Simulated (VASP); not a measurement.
A run of VASP 6.6.1 is set up as follows.

Contents of INCAR:

```
SYSTEM = Si2W
PREC     = Accurate       ! precision mode
ENCUT    = 520            ! plane-wave cutoff, eV
EDIFF    = 1E-6           ! SCF threshold, eV
ISMEAR   = -1             ! smearing method
SIGMA    = 0.05           ! smearing width, eV
LREAL    = .False.        ! projectors in reciprocal space
LASPH    = .True.         ! aspherical terms in the spheres
NELM     = 100            ! most SCF steps
ALGO     = Normal         ! electronic algorithm
ISIF     = 2              ! what is computed and relaxed
LWAVE    = .False.        ! write WAVECAR
LCHARG   = .False.        ! write CHGCAR
NBANDS   = 43             ! bands
```

KPOINTS

```
Automatic mesh
0
Gamma
  7 7 4
  0 0 0
```

POSCAR

```
Si2W
1.0
    4.6168523821      0.0000000000      0.0000000000
   -2.3084261911      3.9983114484      0.0000000000
    0.0000000000      0.0000000000      6.6532220000
W Si
3 6
Direct
    0.5000000000      0.0000000000      0.5000000000
    0.5000000000      0.5000000000      0.8333333333
    0.0000000000      0.5000000000      0.1666666667
    0.3272520000      0.1636260000      0.1666666667
    0.8363740000      0.1636260000      0.8333333333
    0.1636260000      0.3272520000      0.5000000000
    0.6727480000      0.8363740000      0.1666666667
    0.1636260000      0.8363740000      0.8333333333
    0.8363740000      0.6727480000      0.5000000000
```

Potentials or basis: VASP PAW LDA potentials, release 64 (W_sv, Si).

Launch:

```bash
$ cat potpaw_LDA.64/W_sv/POTCAR potpaw_LDA.64/Si/POTCAR > POTCAR
$ mpirun -np 1 vasp_std > vasp.out
```

Task: What does it give for the band gap on the k mesh?

Result: 0.20 eV, indirect (least direct gap 0.64 eV).

Task: Predict the pressure.

Result: -8.6 GPa.

Task: Estimate the largest force.

Result: 0.049 eV/Å.

Stress tensor (GPa, compression positive):
```
-8.38  0.00  0.00
 0.00 -8.38  0.00
 0.00  0.00 -8.89
```

Caveat: spin-orbit coupling is left out, which moves the levels of the heavy elements. A k mesh can miss the band edges.
